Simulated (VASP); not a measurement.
## AlRu: electric field gradients with PBEsol

The system is AlRu.

```
Al Ru
1.0
     2.99160   -0.01496   -0.01496
    -0.01496    2.99160   -0.01496
    -0.01496   -0.01496    2.99160
Al Ru
1 1
Direct
  0.00000 0.00000 0.00000
  0.50000 0.50000 0.50000
```

This cell differs from its parent crystal: equal xy, yz and zx shear strains of -1 %.

```json
{
  "Program": "VASP 6.6.1",
  "Task": "electric field gradients",
  "Functional": "PBEsol",
  "Potentials or basis": "VASP PAW PBE potentials, release 64 (Al, Ru_pv)",
  "Cutoff": "520 eV",
  "k mesh": "12 × 12 × 12",
  "Occupations": "fermi-dirac, width 0.05 eV",
  "Spin": "no spin polarisation",
  "Dipole correction": "no",
  "Further INCAR settings": "ALGO = Normal; EDIFF = 1e-08; NBANDS = 16"
}
```

```yaml
Pressure: -3.3 GPa
Band_gap_on_the_k_mesh: zero (an odd number of electrons rules out a gap without spin polarisation)
Largest_electric_field_gradient_by_atom: Al -2.8; Ru -3.2 V/Å²
```

Stress tensor (GPa, compression positive):
```
-3.26  1.34  1.34
 1.34 -3.26  1.34
 1.34  1.34 -3.26
```

Levels at points of the mesh, in eV from the Fermi level:
| k point | band 6 | band 7 | band 8 | band 9 | band 10 | band 11 | band 12 | band 13 |
| --- | --- | --- | --- | --- | --- | --- | --- | --- |
| (0.00, 0.00, 0.00) | -3.58 | 0.15 | 0.21 | 0.21 | 6.06 | 6.09 | 6.09 | 11.01 |
| (0.50, 0.00, 0.00) | -2.79 | -1.63 | -1.56 | 0.45 | 2.29 | 7.46 | 10.98 | 11.03 |
| (0.50, 0.50, 0.00) | -1.43 | -1.29 | -1.16 | -1.16 | 1.53 | 5.28 | 6.29 | 10.60 |
| (0.50, 0.50, 0.50) | -4.59 | 1.63 | 1.63 | 2.60 | 4.03 | 4.03 | 4.29 | 8.52 |

Electric field gradients, principal values (V/Å²):
```tsv
atom	least	middle	greatest (by size)
1 Al	1.423	1.423	-2.847
2 Ru	1.599	1.599	-3.198
```

Wall time 74 s on 1 thread of Intel Xeon 8259CL, with other jobs on the host, peak memory 0.2 GiB.

Caveat: the cell differs from its parent crystal (equal xy, yz and zx shear strains of -1 %); the cell stands under tension; without QUAD_EFG the Cq values of the log hold for a quadrupole moment of 1 mb, not for the nuclei; the PAW data sets were made with another functional, which shifts forces and pressure a little.
